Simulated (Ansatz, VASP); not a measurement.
## TaN: VASP beside Ansatz

```xyz
4
Lattice="3.0500 0.0000 0.0000 -1.5250 2.6414 0.0000 0.0000 0.0000 5.0882" Properties=species:S:1:pos:R:3 pbc="T T T"
Ta    0.0000    1.7609    0.0000
Ta    1.5250    0.8805    2.5441
N     0.0000    1.7609    1.9590
N     1.5250    0.8805    4.5031
```

Change from the starting cell: zz strain of +3 %.

Alike in both runs: task single point; functional PBE; k mesh 9 × 9 × 5; occupations fermi-dirac, width 0.01 eV; no spin polarisation.

|  | VASP | Ansatz |
| --- | --- | --- |
| version | VASP 6.6.1 | Ansatz 0.2.0 |
| potentials or method | VASP PAW PBE potentials, release 64 (Ta_pv, N), cutoff 520 eV | all-electron LAPW, scalar-relativistic |

Ansatz gave:

- pressure (GPa): 116.9
- traceless stress, the component that is largest in VASP (GPa): -23.12
- rms of the force components (eV/Å): 2.064

Problem. Which values does VASP return?

Solution. Pressure (GPa): 121.5; traceless stress, the component that is largest in VASP (GPa): -24.08; rms of the force components (eV/Å): 2.119.

Atom by atom the forces differ by 0.055 eV/Å (rms over components). Both programs put the cell under a high pressure, so it lies far from rest at this level. Ansatz ran all-electron here, and VASP with PAW potentials.

Neither program's run includes spin-orbit coupling. Noted on VASP's run: the cell as given lies far from equilibrium.
